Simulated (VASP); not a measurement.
Set up this calculation in VASP 6.6.1, as the native input.

```yaml
Task: single point
Functional: PBE-based screened hybrid with 25 % exact exchange
Potentials_or_basis: VASP PAW PBE potentials, release 64 (Rb_sv, Br)
Cutoff: 520 eV
k_mesh: 4 × 4 × 4
Occupations: fermi-dirac, width 0.05 eV
Spin: no spin polarisation
Dipole_correction: no
Grid_for_exact_exchange_PRECFOCK: Normal
Share_of_exact_exchange: 0.25
Further_INCAR_settings: ALGO = Normal; EDIFF = 1e-06; NBANDS = 15
Screening_parameter: 0.2 1/Å
```

The system is RbBr.

```
Rb Br
1.0
     4.12608    0.00000    0.00000
     0.00000    4.12608    0.00000
     0.00000    0.00000    4.12608
Rb Br
1 1
Direct
  0.00000 0.00000 0.00000
  0.50000 0.50000 0.50000
```

These files were run (other wordings do the same):

POSCAR

```
RbBr
1.0
    4.1260773000      0.0000000000      0.0000000000
    0.0000000000      4.1260773000      0.0000000000
    0.0000000000      0.0000000000      4.1260773000
Rb Br
1 1
Direct
    0.0000000000      0.0000000000      0.0000000000
    0.5000000000      0.5000000000      0.5000000000
```

INCAR.step1

```
SYSTEM = RbBr
ALGO = Normal ; EDIFF = 1E-5
ENCUT = 520 ; GGA = PE
ISIF = 2 ; ISMEAR = -1
LASPH = .TRUE. ; LCHARG = .FALSE.
LREAL = .FALSE. ; LWAVE = .TRUE.
NBANDS = 15 ; NELM = 80
PREC = Accurate ; SIGMA = 0.05
```

INCAR.step2

```
SYSTEM = RbBr
AEXX = 0.25 ; ALGO = Normal
EDIFF = 1E-6 ; ENCUT = 520
GGA = PE ; HFSCREEN = 0.2
ISIF = 2 ; ISMEAR = -1
ISTART = 1 ; LASPH = .TRUE.
LCHARG = .FALSE. ; LHFCALC = .TRUE.
LREAL = .FALSE. ; LWAVE = .FALSE.
NBANDS = 15 ; NELM = 80
PREC = Accurate ; PRECFOCK = Normal
SIGMA = 0.05
```

KPOINTS

```
k-points
0
G
  4 4 4
  0 0 0
```

Potentials or basis: VASP PAW PBE potentials, release 64 (Rb_sv, Br).

Command:

```console
$ cat potpaw_PBE.64/Rb_sv/POTCAR potpaw_PBE.64/Br/POTCAR > POTCAR
$ cp INCAR.step1 INCAR
$ mpirun -np 1 vasp_std > vasp.out
$ cp INCAR.step2 INCAR
$ mpirun -np 1 vasp_std > vasp.out
```

It gave:

- Pressure: 0.5 GPa
- Band gap on the k mesh: 5.29 eV (least direct gap 5.45 eV)

Caveat: the PAW data sets were made with another functional, which shifts forces and pressure a little.

Wall time 7.5 min on 1 thread of AMD EPYC 7R43 64-Core Processor (Zen 3), with other jobs on the host, peak memory 0.25 GiB.
